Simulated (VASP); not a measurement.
# Ni (Fm-3m) in VASP: relaxation of cell and atoms with PBEsol

Aim: the relaxation of cell and atoms of Ni with PBEsol.

Program: VASP 6.6.1. These are calculated values, not measurements. Logs are shortened: lines on timing, memory, paths and dates and some standing lists are left out, and cuts for length are marked.

### 1 The cell of the first run

It takes space group Fm-3m (No. 225, cubic). The conventional cell has a = 3.464 Å, b = 3.464 Å, c = 3.464 Å, α = 90.00°, β = 90.00°, γ = 90.00°. Ni (site symmetry m-3m) has 12 Ni at 2.45 Å within 3.2 Å.

### 2 Relaxation of cell and atoms, PBEsol, collinear spin, ferromagnetic start

The input, INCAR:

```
ALGO = Normal
EDIFF = 1E-6
EDIFFG = -0.005
ENCUT = 600
GGA = PS
IBRION = 2
ISIF = 3
ISMEAR = -1
ISPIN = 2
LASPH = T
LCHARG = F
LMAXMIX = 4
LORBIT = 11
LREAL = F
LWAVE = F
MAGMOM = 1
NELM = 150
NSW = 60
PREC = Accurate
SIGMA = 0.05
```

The input, KPOINTS:

```
k-points
0
Gamma
  19 19 19
```

The input, POSCAR:

```
Ni
1.0
    0.0000000000      1.7319783131      1.7319783131
    1.7319783131      0.0000000000      1.7319783131
    1.7319783131      1.7319783131      0.0000000000
Ni
1
Direct
    0.0000000000      0.0000000000      0.0000000000
```

Potentials or basis: VASP PAW PBE potentials, release 64 (Ni).

Run with:

```sh
$ cat potpaw_PBE.64/Ni/POTCAR > POTCAR
$ mpirun -np 1 vasp_std > vasp.out
```

OUTCAR:

```text
EDIFF = 1E-6
   EDIFFG = -0.005
   ENCUT = 600
   GGA = PS
   IBRION = 2
   ISIF = 3
   ISMEAR = -1
   ISPIN = 2
   LASPH = T
   LORBIT = 11
   LREAL = F
   NELM = 150
   NSW = 60
   PREC = Accurate

 ion  position               nearest neighbor table
   1  0.000  0.000  0.000-

  LATTYP: Found a face centered cubic cell.
 ALAT       =     3.4639566262

  Lattice vectors:

 A1 = (   0.0000000000,   1.7319783131,   1.7319783131)
 A2 = (   1.7319783131,   0.0000000000,   1.7319783131)
 A3 = (   1.7319783131,   1.7319783131,   0.0000000000)

Analysis of symmetry for initial positions (statically):
=====================================================================
 Subroutine PRICEL returns:
 Original cell was already a primitive cell.

 Routine SETGRP: Setting up the symmetry group for a
 face centered cubic supercell.

 Subroutine GETGRP returns: Found 48 space group operations
 (whereof 48 operations were pure point group operations)
 out of a pool of 48 trial point group operations.

The static configuration has the point symmetry O_h .

Analysis of symmetry for dynamics (positions and initial velocities):
=====================================================================
 Subroutine PRICEL returns:
 Original cell was already a primitive cell.

 Routine SETGRP: Setting up the symmetry group for a
 face centered cubic supercell.

 Subroutine GETGRP returns: Found 48 space group operations
 (whereof 48 operations were pure point group operations)
 out of a pool of 48 trial point group operations.

The dynamic configuration has the point symmetry O_h .

Analysis of structural, dynamic, and magnetic symmetry:
=====================================================================
 Subroutine PRICEL returns:
 Original cell was already a primitive cell.

 Routine SETGRP: Setting up the symmetry group for a
 face centered cubic supercell.

 Subroutine GETGRP returns: Found 48 space group operations
 (whereof 48 operations were pure point group operations)
 out of a pool of 48 trial point group operations.

The overall configuration has the point symmetry O_h .

 Subroutine INISYM returns: Found 48 space group operations
 (whereof 48 operations are pure point group operations),
 and found     1 'primitive' translations

----------------------------------------------------------------------------------------

                                     Primitive cell

  volume of cell :      10.3910

  direct lattice vectors                    reciprocal lattice vectors
     0.000000000  1.731978313  1.731978313    -0.288687218  0.288687218  0.288687218
     1.731978313  0.000000000  1.731978313     0.288687218 -0.288687218  0.288687218
     1.731978313  1.731978313  0.000000000     0.288687218  0.288687218 -0.288687218

  length of vectors
     2.449387220  2.449387220  2.449387220     0.500020928  0.500020928  0.500020928

  position of ions in fractional coordinates (direct lattice)
     0.000000000  0.000000000  0.000000000

  ion indices of the primitive-cell ions
   primitive index   ion index
                 1           1

----------------------------------------------------------------------------------------

 KPOINTS: k-points

Automatic generation of k-mesh.
 Grid dimensions read from file:
 generate k-points for:   19   19   19

 Generating k-lattice:

  Cartesian coordinates                     Fractional coordinates (reciprocal lattice)
    -0.015194064  0.015194064  0.015194064     0.052631579  0.000000000  0.000000000
     0.015194064 -0.015194064  0.015194064     0.000000000  0.052631579  0.000000000
     0.015194064  0.015194064 -0.015194064     0.000000000  0.000000000  0.052631579

  Length of vectors
     0.026316891  0.026316891  0.026316891

  Shift w.r.t. Gamma in fractional coordinates (k-lattice)
     0.000000000  0.000000000  0.000000000

 Subroutine IBZKPT returns following result:
 ===========================================

 Found    220 irreducible k-points:

 Following reciprocal coordinates:
            Coordinates               Weight
  0.000000  0.000000  0.000000      1.000000
  0.052632  0.000000  0.000000      8.000000
  0.105263  0.000000  0.000000      8.000000
  0.157895  0.000000  0.000000      8.000000
  0.210526  0.000000  0.000000      8.000000
  0.263158  0.000000  0.000000      8.000000
[... 16 lines left out ...]
 -0.315789  0.052632  0.000000     24.000000
 -0.263158  0.052632  0.000000     24.000000
 [... further k-points ...]
   k-points           NKPTS =    220   k-points in BZ     NKDIM =    220   number of bands    NBANDS=     10
   number of dos      NEDOS =    301   number of ions     NIONS =      1
   total plane-waves  NPLWV =   8000
   dimension x,y,z NGX =    20 NGY =   20 NGZ =   20
   dimension x,y,z NGXF=    40 NGYF=   40 NGZF=   40
   ions per type =               1
   NGX,Y,Z   is equivalent  to a cutoff of  13.57, 13.57, 13.57 a.u.
   NGXF,Y,Z  is equivalent  to a cutoff of  27.15, 27.15, 27.15 a.u.
 SYSTEM =  unknown system
   PREC   = accura    normal or accurate (medium, high low for compatibility)
   ISTART =      0    job   : 0-new  1-cont  2-samecut
   ICHARG =      2    charge: 1-file 2-atom 10-const
   ISPIN  =      2    spin polarized calculation?
   LNONCOLLINEAR =      F non collinear calculations
   LSORBIT =      F    spin-orbit coupling
   LASPH  =      T    aspherical Exc in radial PAW
   ENCUT  =  600.0 eV  44.10 Ry    6.64 a.u.   4.89  4.89  4.89*2*pi/ulx,y,z
   NELM   =    150;   NELMIN=  2; NELMDL= -5     # of ELM steps
   EDIFF  = 0.1E-05   stopping-criterion for ELM
   LREAL  =      F    real-space projection
   EDIFFG = -.5E-02   stopping-criterion for IOM
   NSW    =     60    number of steps for IOM
   IBRION =      2    ionic relax: 0-MD 1-quasi-New 2-CG
   NFREE  =      1    steps in history (QN), initial steepest desc. (CG)
   ISIF   =      3    stress and relaxation
   ISYM   =      2    0-nonsym 1-usesym 2-fastsym
   POTIM  = 0.5000    time-step for ionic-motion
   TEBEG  =    0.0;   TEEND  =   0.0 temperature during run
   PSTRESS=    0.0 pullay stress
   NELECT =      10.0000    total number of electrons
   NUPDOWN=      -1.0000    fix difference up-down
   EMIN   =  10.00;   EMAX   =-10.00  energy-range for DOS
   EFERMI =   0.00;   METHOD = LEGACY
   ISMEAR =    -1;   SIGMA  =   0.05  broadening in eV -4-tet -1-fermi 0-gaus
   EFERMI_NEDOS =   21; number of points for ismear=-14 and -15
   IALGO  =     38    algorithm
   IMIX   =      4    mixing-type and parameters
     AMIX     =   0.40;   BMIX     =  1.00
     AMIX_MAG =   1.60;   BMIX_MAG =  1.00
  volume/ion in A,a.u.               =      10.39        70.12
  Fermi-wavevector in a.u.,A,eV,Ry     =   1.616302  3.054367 35.544276  2.612431
  Thomas-Fermi vector in A             =   2.710910
   LORBIT       =     11    0 simple, 1 ext, 2 COOP (PROOUT), +10 PAW based schemes
   GGA     = PS    functional components
   LHFCALC =     F    Hartree Fock is set to
   AEXX    =    0.0000 exact exchange contribution
   IVDW    =     0    specifies the selected vdW correction
   LEPSILON=     F    determine dielectric tensor
   LRPA    =     F    only Hartree local field effects (RPA)
 conjugate gradient relaxation of ions
 spin polarized calculation
  energy-cutoff  :      600.00
  volume of cell :       10.39
 maximum number of plane-waves:       357
   NGX =  9   NGY =  9   NGZ =  9

--------------------------------------- Ionic step        1  -------------------------------------------

 number of electron      10.0000000 magnetization       1.0000000

 number of electron       9.9999995 magnetization       0.5976771

 Free energy of the ion-electron system (eV)
  ---------------------------------------------------
  ext. energy  EPLUGINS =         0.00000000
  ---------------------------------------------------
  free energy    TOTEN  =        -6.14092652 eV

  energy without entropy =       -6.12612603  energy(sigma->0) =       -6.13352628

------------------------ aborting loop because EDIFF is reached ----------------------------------------

  FORCE on cell =-STRESS in cart. coord.  units (eV):
  Direction    XX          YY          ZZ          XY          YZ          ZX
  --------------------------------------------------------------------------------------
  -------------------------------------------------------------------------------------
  Total       -0.0283022     -0.0283022     -0.0283022     -0.0000000      0.0000000      0.0000000
  in kB       -4.3638877     -4.3638877     -4.3638877     -0.0000000      0.0000000      0.0000000
  external PRESSURE =      -4.3638877 kB  Pullay stress =       0.0000000 kB

 VOLUME and BASIS-vectors are now :
 -----------------------------------------------------------------------------
  energy-cutoff  :      600.00
  volume of cell :       10.39
      direct lattice vectors                 reciprocal lattice vectors
     0.000000000  1.731978313  1.731978313    -0.288687218  0.288687218  0.288687218
     1.731978313  0.000000000  1.731978313     0.288687218 -0.288687218  0.288687218
     1.731978313  1.731978313  0.000000000     0.288687218  0.288687218 -0.288687218
[... 36 lines left out ...]
 POSITION                                       TOTAL-FORCE (eV/Angst)
 -----------------------------------------------------------------------------------
      1.72961      1.72961      3.45923        -0.000000      0.000000     -0.000000
 -----------------------------------------------------------------------------------
    total drift:                               -0.000000     -0.000000      0.000000

  FREE ENERGIE OF THE ION-ELECTRON SYSTEM (eV)
  ---------------------------------------------------
  free  energy   TOTEN  =        -6.1409047433 eV

  energy  without entropy=       -6.1261779699  energy(sigma->0) =       -6.13354136

--------------------------------------- Ionic step        3  -------------------------------------------

 number of electron       9.9999995 magnetization       0.5972104

 Free energy of the ion-electron system (eV)
  ---------------------------------------------------
  ext. energy  EPLUGINS =         0.00000000
  ---------------------------------------------------
  free energy    TOTEN  =        -6.14094684 eV

  energy without entropy =       -6.12617719  energy(sigma->0) =       -6.13356201

 E-fermi :   9.8789     XC(G=0): -13.7203

 val. band max:        9.8698720608   @ k =  -0.2632   0.1579   0.0000
 cond. band min:       9.8841196678   @ k =   0.3684   0.2632   0.0000
 fundamental gap:      0.0142476070
 Fermi energy:         9.8789210983

 spin component 1

 k-point     1 :       0.0000    0.0000    0.0000
  band No.  band energies     occupation
      1       0.4816      1.00000
      2       7.3453      1.00000
      3       7.3453      1.00000
      4       7.3453      1.00000
      5       8.5960      1.00000
      6       8.5960      1.00000
      7      33.9791      0.00000
      8      38.1950      0.00000
      9      38.1950      0.00000
     10      38.1950      0.00000

 k-point     2 :       0.0526    0.0000    0.0000
  band No.  band energies     occupation
      1       0.5941      1.00000
      2       7.3145      1.00000
      3       7.3716      1.00000
      4       7.3716      1.00000
      5       8.5844      1.00000
      6       8.5844      1.00000
      7      33.6768      0.00000
      8      36.6946      0.00000
      9      37.9369      0.00000
     10      37.9369      0.00000
[... 274 lines left out ...]
 k-point    24 :      -0.2632    0.0526    0.0000
  band No.  band energies     occupation
      1       3.3540      1.00000
      2       6.9709      1.00000
      3       7.5494      1.00000
      4       7.6041      1.00000
      5       8.6189      1.00000
      6       8.9613      1.00000
      7      23.3095      0.00000
      8      32.3359      0.00000
      9      35.4396      0.00000
     10      37.8012      0.00000

 [... further k-points ...]

 spin component 2

 k-point     1 :       0.0000    0.0000    0.0000
  band No.  band energies     occupation
      1       0.4704      1.00000
      2       8.0367      1.00000
      3       8.0367      1.00000
      4       8.0367      1.00000
      5       9.1798      1.00000
      6       9.1798      1.00000
      7      33.8722      0.00000
      8      38.1911      0.00000
      9      38.1911      0.00000
     10      38.1911      0.00000

 k-point     2 :       0.0526    0.0000    0.0000
  band No.  band energies     occupation
      1       0.5831      1.00000
      2       8.0023      1.00000
      3       8.0640      1.00000
      4       8.0640      1.00000
      5       9.1675      1.00000
      6       9.1675      1.00000
      7      33.5991      0.00000
      8      36.7036      0.00000
      9      37.9530      0.00000
     10      37.9530      0.00000
[... 308 lines left out ...]
 POSITION                                       TOTAL-FORCE (eV/Angst)
 -----------------------------------------------------------------------------------
      0.00000      0.00000      0.00000         0.000000      0.000000      0.000000
 -----------------------------------------------------------------------------------
    total drift:                                0.000000     -0.000000      0.000000

  FREE ENERGIE OF THE ION-ELECTRON SYSTEM (eV)
  ---------------------------------------------------
  free  energy   TOTEN  =        -6.1409468361 eV

  energy  without entropy=       -6.1261771923  energy(sigma->0) =       -6.13356201

 reached required accuracy - stopping structural energy minimisation

 total charge

# of ion       s       p       d       tot
------------------------------------------
    1        0.521   0.546   8.336   9.403

 magnetization (x)

# of ion       s       p       d       tot
------------------------------------------
    1       -0.007  -0.024   0.634   0.603
```

It took 1.7 min on 1 thread of Intel Xeon Platinum 8375C at 2.90GHz (Ice Lake), shared host; peak memory 0.17 GiB.

What came out:

| Quantity | Value |
| --- | --- |
| Free energy | -6.1409 eV |
| Relaxed volume | 10.37 Å³/atom |
| Relaxed cell | a = 2.448 Å, b = 2.448 Å, c = 2.448 Å, α = 60.00°, β = 60.00°, γ = 60.00° |
| Space group after relaxing (to 0.05 Å) | Fm-3m (No. 225) |
| Energy gained by relaxing | 0.0 meV/atom |
| Ionic steps | 3 |
| Pressure after relaxing | 0.0 GPa |
| Net moment | 0.60 μB per cell |
| Site moments | Ni +0.60 μB |
| Valence electrons inside the program's atomic spheres | Ni 9.40 |

Final structure:
```cif
data_structure
_symmetry_space_group_name_H-M 'P 1'
_symmetry_Int_Tables_number 1
_cell_length_a 2.4480
_cell_length_b 2.4480
_cell_length_c 2.4480
_cell_angle_alpha 60.000
_cell_angle_beta 60.000
_cell_angle_gamma 60.000
_cell_volume 10.37
loop_
_atom_site_label
_atom_site_type_symbol
_atom_site_fract_x
_atom_site_fract_y
_atom_site_fract_z
_atom_site_occupancy
Ni1 Ni 0.00000 0.00000 0.00000 1
```

Caveat: the PAW data sets were made with another functional, which shifts forces and pressure a little.
